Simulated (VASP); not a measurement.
# TePb (Fm-3m) in VASP: notebook

TePb is run at these levels: RPBE+D4, PBEsol+D3(BJ), LDA; tasks: relaxation of cell and atoms, single point.

Everything below comes from runs of VASP 6.6.1. Logs are shortened: lines on timing, memory, paths and dates and some standing lists are left out, and cuts for length are marked.

### 1 The cell of the first run

Symmetry: Fm-3m, No. 225, cubic system. The conventional cell has a = 6.462 Å, b = 6.462 Å, c = 6.462 Å, α = 90.00°, β = 90.00°, γ = 90.00°. Within 4.3 Å of Pb (site symmetry m-3m) lie 6 Te at 3.23 Å. Within 4.3 Å of Te (site symmetry m-3m) lie 6 Pb at 3.23 Å.

### 2 Relaxation of cell and atoms, RPBE+D4

Input file INCAR:

```
SYSTEM = TePb
ALGO = Normal
EDIFF = 1E-7
EDIFFG = -0.02
ENCUT = 600
GGA = RP
IBRION = 2
ISIF = 3
ISMEAR = -1
IVDW = 13
LASPH = .TRUE.
LCHARG = .FALSE.
LREAL = .FALSE.
LWAVE = .FALSE.
NELM = 80
NSW = 80
PREC = Accurate
SIGMA = 0.05
```

Input file KPOINTS:

```
k-points
0
G
  7 7 7
  0 0 0
```

Input file POSCAR:

```
TePb
1.0
    0.0000000000      3.2310000000      3.2310000000
    3.2310000000      0.0000000000      3.2310000000
    3.2310000000      3.2310000000      0.0000000000
Pb Te
1 1
Direct
    0.0000000000      0.0000000000      0.0000000000
    0.5000000000      0.5000000000      0.5000000000
```

Potentials or basis: VASP PAW PBE potentials, release 64 (Pb_d, Te).

The run is started by

```
> cat potpaw_PBE.64/Pb_d/POTCAR potpaw_PBE.64/Te/POTCAR > POTCAR
> mpirun -np 1 vasp_std > vasp.out
```

OUTCAR:

```text
SYSTEM = TePb
   EDIFF = 1E-7
   EDIFFG = -0.02
   ENCUT = 600
   GGA = RP
   IBRION = 2
   ISIF = 3
   ISMEAR = -1
   IVDW = 13
   LASPH = .TRUE.
   LREAL = .FALSE.
   NELM = 80
   NSW = 80
   PREC = Accurate

 ion  position               nearest neighbor table
   1  0.000  0.000  0.000-   2 3.23   2 3.23   2 3.23   2 3.23   2 3.23   2 3.23
   2  0.500  0.500  0.500-   1 3.23   1 3.23   1 3.23   1 3.23   1 3.23   1 3.23

  LATTYP: Found a face centered cubic cell.
 ALAT       =     6.4620000000

  Lattice vectors:

 A1 = (   0.0000000000,   3.2310000000,   3.2310000000)
 A2 = (   3.2310000000,   0.0000000000,   3.2310000000)
 A3 = (   3.2310000000,   3.2310000000,   0.0000000000)

Analysis of symmetry for initial positions (statically):
=====================================================================
 Subroutine PRICEL returns:
 Original cell was already a primitive cell.

 Routine SETGRP: Setting up the symmetry group for a
 face centered cubic supercell.

 Subroutine GETGRP returns: Found 48 space group operations
[... 9 lines left out ...]

 Routine SETGRP: Setting up the symmetry group for a
 face centered cubic supercell.

 Subroutine GETGRP returns: Found 48 space group operations
[... 11 lines left out ...]
                                     Primitive cell

  volume of cell :      67.4592

  direct lattice vectors                    reciprocal lattice vectors
     0.000000000  3.231000000  3.231000000    -0.154750851  0.154750851  0.154750851
     3.231000000  0.000000000  3.231000000     0.154750851 -0.154750851  0.154750851
     3.231000000  3.231000000  0.000000000     0.154750851  0.154750851 -0.154750851

  length of vectors
     4.569324020  4.569324020  4.569324020     0.268036337  0.268036337  0.268036337

  position of ions in fractional coordinates (direct lattice)
     0.000000000  0.000000000  0.000000000
     0.500000000  0.500000000  0.500000000

  ion indices of the primitive-cell ions
   primitive index   ion index
                 1           1
                 2           2

----------------------------------------------------------------------------------------

 KPOINTS: k-points

Automatic generation of k-mesh.
 Grid dimensions read from file:
 generate k-points for:    7    7    7

 Generating k-lattice:

  Cartesian coordinates                     Fractional coordinates (reciprocal lattice)
    -0.022107264  0.022107264  0.022107264     0.142857143  0.000000000  0.000000000
     0.022107264 -0.022107264  0.022107264     0.000000000  0.142857143  0.000000000
     0.022107264  0.022107264 -0.022107264     0.000000000  0.000000000  0.142857143
[... 63 lines left out ...]
   NELECT =      20.0000    total number of electrons
   NUPDOWN=      -1.0000    fix difference up-down
   EMIN   =  10.00;   EMAX   =-10.00  energy-range for DOS
   EFERMI =   0.00;   METHOD = LEGACY
   ISMEAR =    -1;   SIGMA  =   0.05  broadening in eV -4-tet -1-fermi 0-gaus
   EFERMI_NEDOS =   21; number of points for ismear=-14 and -15
   IALGO  =     38    algorithm
   IMIX   =      4    mixing-type and parameters
     AMIX     =   0.40;   BMIX     =  1.00
     AMIX_MAG =   1.60;   BMIX_MAG =  1.00
  volume/ion in A,a.u.               =      33.73       227.62
  Fermi-wavevector in a.u.,A,eV,Ry     =   1.091619  2.062861 16.213147  1.191633
  Thomas-Fermi vector in A             =   2.227868
   LORBIT       =      0    0 simple, 1 ext, 2 COOP (PROOUT), +10 PAW based schemes
   GGA     = RP    functional components
   LHFCALC =     F    Hartree Fock is set to
   AEXX    =    0.0000 exact exchange contribution
   IVDW    =    13    specifies the selected vdW correction
   LEPSILON=     F    determine dielectric tensor
   LRPA    =     F    only Hartree local field effects (RPA)
 conjugate gradient relaxation of ions
 non-spin polarized calculation
  energy-cutoff  :      600.00
  volume of cell :       67.46
 maximum number of plane-waves:      2259
 NGX is ok and might be reduce to    40
   NGX = 19   NGY = 19   NGZ = 19

 number of electron      19.9999998 magnetization

 Free energy of the ion-electron system (eV)
  ---------------------------------------------------
  ext. energy  EPLUGINS =         0.00000000
  ---------------------------------------------------
  free energy    TOTEN  =        -6.77834089 eV

  energy without entropy =       -6.77833941  energy(sigma->0) =       -6.77834015

 E-fermi :   6.1864     XC(G=0):  -9.1718

 val. band max:        5.6484253260   @ k =   0.4286   0.0000   0.0000
 cond. band min:       6.7134791767   @ k =   0.4286   0.0000   0.0000
 fundamental gap:      1.0650538507
 Fermi energy:         6.1864160926

 k-point     1 :       0.0000    0.0000    0.0000
  band No.  band energies     occupation
      1     -11.0478      2.00000
      2     -11.0478      2.00000
      3     -11.0422      2.00000
      4     -11.0422      2.00000
      5     -11.0422      2.00000
      6      -6.2569      2.00000
      7       0.1844      2.00000
      8       4.3867      2.00000
      9       4.3867      2.00000
     10       4.3867      2.00000
     11       9.8596      0.00000
     12       9.8596      0.00000
     13       9.8596      0.00000
     14      11.5582      0.00000
[... 309 lines left out ...]
      1     -11.0890      2.00000
      2     -11.0498      2.00000
      3     -11.0377      2.00000
      4     -11.0309      2.00000
      5     -11.0182      2.00000
      6      -4.4556      2.00000
      7      -2.2713      2.00000
      8       1.8592      2.00000
      9       2.4847      2.00000
     10       5.0596      2.00000
     11       7.7226      0.00000
     12      10.4846      0.00000
     13      11.2963      0.00000
     14      11.9163      0.00000

------------------------ aborting loop because EDIFF is reached ----------------------------------------

  DFT-D4 for vdW energy calculation

  Edisp (eV):   -1.53554

  FORCE on cell =-STRESS in cart. coord.  units (eV):
  Direction    XX          YY          ZZ          XY          YZ          ZX
  --------------------------------------------------------------------------------------
  -------------------------------------------------------------------------------------
  Total      -0.01537    -0.01537    -0.01537     0.00000     0.00000    -0.00000
  in kB      -0.36516    -0.36516    -0.36516     0.00000     0.00000    -0.00000
  external pressure =       -0.37 kB  Pullay stress =        0.00 kB

 VOLUME and BASIS-vectors are now :
 -----------------------------------------------------------------------------
  energy-cutoff  :      600.00
  volume of cell :       67.46
      direct lattice vectors                 reciprocal lattice vectors
     0.000000000  3.231000000  3.231000000    -0.154750851  0.154750851  0.154750851
     3.231000000  0.000000000  3.231000000     0.154750851 -0.154750851  0.154750851
     3.231000000  3.231000000  0.000000000     0.154750851  0.154750851 -0.154750851

 POSITION                                       TOTAL-FORCE (eV/Angst)
 -----------------------------------------------------------------------------------
      0.00000      0.00000      0.00000        -0.000000      0.000000      0.000000
      3.23100      3.23100      3.23100         0.000000     -0.000000     -0.000000
 -----------------------------------------------------------------------------------
    total drift:                                0.000000     -0.000000     -0.000000

  FREE ENERGIE OF THE ION-ELECTRON SYSTEM (eV)
  ---------------------------------------------------
  free  energy   TOTEN  =        -8.3138759273 eV

  energy  without entropy=       -8.3138744478  energy(sigma->0) =       -8.31387519

 reached required accuracy - stopping structural energy minimisation
```

Run time: 22 s. Hardware: 1 thread of AMD EPYC 9R45 (Zen 5), shared host; peak memory 0.21 GiB.

Results:

```yaml
Free_energy: -8.3139 eV
Pressure_after_relaxing: 0.0 GPa
Dispersion_energy_per_atom: -0.768 eV
```

Final structure:
```
Pb Te
1.0
     0.00000    3.23100    3.23100
     3.23100    0.00000    3.23100
     3.23100    3.23100    0.00000
Pb Te
1 1
Cartesian
  0.0000 0.0000 0.0000
  3.2310 3.2310 3.2310
```

Caveat: the relaxation stopped at its first step, so nothing moved; this odd mesh misses L, where the gap lies, so gap, dielectric constants and Born charges aren't listed; the PAW data sets were made with another functional, which shifts forces and pressure a little; spin-orbit coupling is left out, which moves the levels of the heavy elements.

### 3 Relaxation of cell and atoms, PBEsol+D3(BJ)

Input file INCAR:

```
SYSTEM = TePb
ALGO     = Normal         ! electronic algorithm
EDIFF    = 1E-6           ! SCF threshold, eV
EDIFFG   = -0.02          ! ionic threshold
ENCUT    = 600            ! plane-wave cutoff, eV
GGA      = PS             ! functional
IBRION   = 2              ! ionic algorithm
ISIF     = 3              ! what is computed and relaxed
ISMEAR   = -1             ! smearing method
IVDW     = 12             ! dispersion correction
LASPH    = .TRUE.         ! aspherical terms in the spheres
LCHARG   = .FALSE.        ! write CHGCAR
LREAL    = .FALSE.        ! projectors in reciprocal space
LWAVE    = .FALSE.        ! write WAVECAR
NELM     = 100            ! most SCF steps
NSW      = 80             ! ionic steps
PREC     = Accurate       ! precision mode
SIGMA    = 0.05           ! smearing width, eV
```

KPOINTS is that of step 2.

POSCAR is that of step 2.

Potentials or basis: VASP PAW PBE potentials, release 64 (Pb_d, Te).

The run is started by

```
> cat potpaw_PBE.64/Pb_d/POTCAR potpaw_PBE.64/Te/POTCAR > POTCAR
> mpirun -np 1 vasp_std > vasp.out
```

Wall time 38 s (1 thread of AMD EPYC 9R45 (Zen 5), shared host); peak memory 0.23 GiB.

Results (log left out):

```yaml
Free_energy: -9.0938 eV
Relaxed_volume: 32.00 Å³/atom
Relaxed_cell: a = 4.490 Å, b = 4.490 Å, c = 4.490 Å, α = 60.00°, β = 60.00°, γ = 60.00°
Space_group_after_relaxing_to_0.05_Å: Fm-3m (No. 225)
Energy_gained_by_relaxing: 13.2 meV/atom
Ionic_steps: 3
Pressure_after_relaxing: 0.0 GPa
Dispersion_energy_per_atom: -0.426 eV
```

The path:
| step | energy change (eV) | largest force (eV/Å) | pressure (GPa) | volume (Å³) |
| --- | --- | --- | --- | --- |
| 1 | 0.0000 | 0.0000 | -2.34 | 67.46 |
| 2 | -0.0225 | 0.0000 | 1.04 | 62.77 |
| 3 | -0.0264 | 0.0000 | 0.00 | 64.01 |

Final structure:
```
Pb Te
1.0
     0.00000    3.17492    3.17492
     3.17492    0.00000    3.17492
     3.17492    3.17492    0.00000
Pb Te
1 1
Direct
  0.00000 0.00000 0.00000
  0.50000 0.50000 0.50000
```

Levels at points of the mesh, in eV from the Fermi level:
```
           k point  band 8  band 9  band 10  band 11  band 12  band 13
(0.00, 0.00, 0.00)   -1.87   -1.87    -1.87     3.78     3.78     3.78
```

Caveat: this odd mesh misses L, where the gap lies, so gap, dielectric constants and Born charges aren't listed; the PAW data sets were made with another functional, which shifts forces and pressure a little; spin-orbit coupling is left out, which moves the levels of the heavy elements.

### 4 Single point, LDA, collinear spin, ferromagnetic start (volume scaled by 0.94)

Input file INCAR:

```
SYSTEM = TePb
PREC = Accurate
ENCUT = 520
EDIFF = 1E-7
ISMEAR = 1
SIGMA = 0.1
LREAL = .FALSE.
LASPH = .TRUE.
NELM = 150
ALGO = Normal
ISIF = 2
LWAVE = .FALSE.
LCHARG = .TRUE.
ISPIN = 2
MAGMOM = 0.01 0
LORBIT = 11
LELF = .TRUE.
LVHAR = .TRUE.
NBANDS = 21
```

Input file KPOINTS:

```
Automatic mesh
0
G
  7 7 7
  0 0 0
```

Input file POSCAR:

```
TePb
1.0
    0.0000000000      3.1650427173      3.1650427173
    3.1650427173      0.0000000000      3.1650427173
    3.1650427173      3.1650427173      0.0000000000
Pb Te
1 1
Direct
    0.0000000000      0.0000000000      0.0000000000
    0.5000000000      0.5000000000      0.5000000000
```

Potentials or basis: VASP PAW LDA potentials, release 64 (Pb_d, Te).

The run is started by

```
> cat potpaw_LDA.64/Pb_d/POTCAR potpaw_LDA.64/Te/POTCAR > POTCAR
> mpirun -np 1 vasp_std > vasp.out
```

OUTCAR:

```text
SYSTEM = TePb
   PREC = Accurate
   ENCUT = 520
   EDIFF = 1E-7
   ISMEAR = 1
   LREAL = .FALSE.
   LASPH = .TRUE.
   NELM = 150
   ISIF = 2
   ISPIN = 2
   LORBIT = 11

 ion  position               nearest neighbor table
   1  0.000  0.000  0.000-   2 3.17   2 3.17   2 3.17   2 3.17   2 3.17   2 3.17
   2  0.500  0.500  0.500-   1 3.17   1 3.17   1 3.17   1 3.17   1 3.17   1 3.17

  LATTYP: Found a face centered cubic cell.
 ALAT       =     6.3300854346

  Lattice vectors:

 A1 = (   0.0000000000,   3.1650427173,   3.1650427173)
 A2 = (   3.1650427173,   0.0000000000,   3.1650427173)
 A3 = (   3.1650427173,   3.1650427173,   0.0000000000)

Analysis of symmetry for initial positions (statically):
=====================================================================
 Subroutine PRICEL returns:
 Original cell was already a primitive cell.

 Routine SETGRP: Setting up the symmetry group for a
 face centered cubic supercell.

 Subroutine GETGRP returns: Found 48 space group operations
[... 9 lines left out ...]

 Routine SETGRP: Setting up the symmetry group for a
 face centered cubic supercell.

 Subroutine GETGRP returns: Found 48 space group operations
 (whereof 48 operations were pure point group operations)
 out of a pool of 48 trial point group operations.

The dynamic configuration has the point symmetry O_h .

Analysis of structural, dynamic, and magnetic symmetry:
=====================================================================
 Subroutine PRICEL returns:
 Original cell was already a primitive cell.

 Routine SETGRP: Setting up the symmetry group for a
 face centered cubic supercell.

 Subroutine GETGRP returns: Found 48 space group operations
 (whereof 48 operations were pure point group operations)
 out of a pool of 48 trial point group operations.

The overall configuration has the point symmetry O_h .

 Subroutine INISYM returns: Found 48 space group operations
[... 5 lines left out ...]
                                     Primitive cell

[... 127 lines left out ...]

 Free energy of the ion-electron system (eV)
  ---------------------------------------------------
  ext. energy  EPLUGINS =         0.00000000
  ---------------------------------------------------
  free energy    TOTEN  =        -8.77020822 eV

  energy without entropy =       -8.77040258  energy(sigma->0) =       -8.77027301

 E-fermi :   6.2052     XC(G=0):  -9.8487

 val. band max:        6.1241782847   @ k =   0.4286   0.0000   0.0000
 cond. band min:       6.9715251499   @ k =   0.4286   0.0000   0.0000
 fundamental gap:      0.8473468652
 Fermi energy:         6.2052012058

 spin component 1

 k-point     1 :       0.0000    0.0000    0.0000
  band No.  band energies     occupation
      1     -10.5405      1.00000
      2     -10.5405      1.00000
      3     -10.5213      1.00000
      4     -10.5213      1.00000
      5     -10.5213      1.00000
      6      -6.3438      1.00000
[... 469 lines left out ...]
     20      19.1300      0.00000
     21      21.1827      0.00000
 Fermi energy:         6.2052012058

 spin component 2

 k-point     1 :       0.0000    0.0000    0.0000
  band No.  band energies     occupation
      1     -10.5404      1.00000
      2     -10.5404      1.00000
      3     -10.5212      1.00000
      4     -10.5212      1.00000
      5     -10.5212      1.00000
      6      -6.3439      1.00000
[... 469 lines left out ...]
     20      19.1300      0.00000
     21      21.1827      0.00000

------------------------ aborting loop because EDIFF is reached ----------------------------------------

  FORCE on cell =-STRESS in cart. coord.  units (eV):
  Direction    XX          YY          ZZ          XY          YZ          ZX
  --------------------------------------------------------------------------------------
  -------------------------------------------------------------------------------------
  Total        0.5027775      0.5027775      0.5027775     -0.0000000      0.0000000      0.0000000
  in kB       12.7033338     12.7033338     12.7033338     -0.0000000      0.0000000      0.0000000
  external PRESSURE =      12.7033338 kB  Pullay stress =       0.0000000 kB

 VOLUME and BASIS-vectors are now :
 -----------------------------------------------------------------------------
  energy-cutoff  :      520.00
  volume of cell :       63.41
      direct lattice vectors                 reciprocal lattice vectors
     0.000000000  3.165042717  3.165042717    -0.157975751  0.157975751  0.157975751
     3.165042717  0.000000000  3.165042717     0.157975751 -0.157975751  0.157975751
     3.165042717  3.165042717  0.000000000     0.157975751  0.157975751 -0.157975751

 POSITION                                       TOTAL-FORCE (eV/Angst)
 -----------------------------------------------------------------------------------
      0.00000      0.00000      0.00000         0.000000     -0.000000      0.000000
      3.16504      3.16504      3.16504        -0.000000      0.000000     -0.000000
 -----------------------------------------------------------------------------------
    total drift:                               -0.000000      0.000000      0.000000

  FREE ENERGIE OF THE ION-ELECTRON SYSTEM (eV)
  ---------------------------------------------------
  free  energy   TOTEN  =        -8.7702082181 eV

  energy  without entropy=       -8.7704025810  energy(sigma->0) =       -8.77027301

 total charge

# of ion       s       p       d       tot
------------------------------------------
    1        1.454   0.636   9.833  11.923
    2        1.385   2.010   0.025   3.419
--------------------------------------------------
tot          2.839   2.646   9.857  15.342

 magnetization (x)

# of ion       s       p       d       tot
------------------------------------------
    1        0.000  -0.000   0.000  -0.000
    2        0.000   0.000  -0.000   0.000
--------------------------------------------------
tot          0.000  -0.000   0.000  -0.000
```

OSZICAR:

```text
N       E                     dE             d eps       ncg     rms          rms(c)
DAV:   1     0.160565314878E+03    0.16057E+03   -0.86013E+03  1688   0.928E+02
DAV:   2     0.326925991646E+01   -0.15730E+03   -0.14982E+03  1740   0.270E+02
DAV:   3    -0.849513823728E+01   -0.11764E+02   -0.11669E+02  2112   0.778E+01
DAV:   4    -0.886061484804E+01   -0.36548E+00   -0.36525E+00  2058   0.137E+01
DAV:   5    -0.887692422668E+01   -0.16309E-01   -0.16309E-01  2408   0.289E+00    0.389E+00
DAV:   6    -0.877828088926E+01    0.98643E-01   -0.16882E-01  2524   0.281E+00    0.242E+00
DAV:   7    -0.877096203140E+01    0.73189E-02   -0.55729E-02  2321   0.104E+00    0.953E-01
DAV:   8    -0.877028751956E+01    0.67451E-03   -0.68246E-03  2261   0.699E-01    0.174E-01
DAV:   9    -0.877020427634E+01    0.83243E-04   -0.52661E-04  2490   0.188E-01    0.688E-02
DAV:  10    -0.877021283747E+01   -0.85611E-05   -0.92934E-05  2262   0.706E-02    0.306E-02
DAV:  11    -0.877020794986E+01    0.48876E-05   -0.23956E-05  2438   0.364E-02    0.773E-03
DAV:  12    -0.877020834233E+01   -0.39248E-06   -0.33684E-06  2111   0.120E-02    0.550E-03
DAV:  13    -0.877020822516E+01    0.11717E-06   -0.24746E-07  1881   0.282E-03    0.305E-03
DAV:  14    -0.877020821811E+01    0.70513E-08   -0.28651E-08  1265   0.100E-03
   1 F= -.87702082E+01 E0= -.87702730E+01  d E =0.194363E-03  mag=    -0.0000
```

It took 94 s on 1 thread of Intel Xeon 8259CL, shared host; peak memory 0.2 GiB.

Results:

- Free energy: -8.7702 eV
- Pressure: 1.3 GPa
- Net moment: 0.00 μB per cell
- Valence electrons inside the program's atomic spheres: Pb 11.92; Te 3.42

Caveat: the cell differs from its parent crystal (volume scaled by 0.94); this odd mesh misses L, where the gap lies, so gap, dielectric constants and Born charges aren't listed; spin-orbit coupling is left out, which moves the levels of the heavy elements.

(Continued in part 2 of 2.)
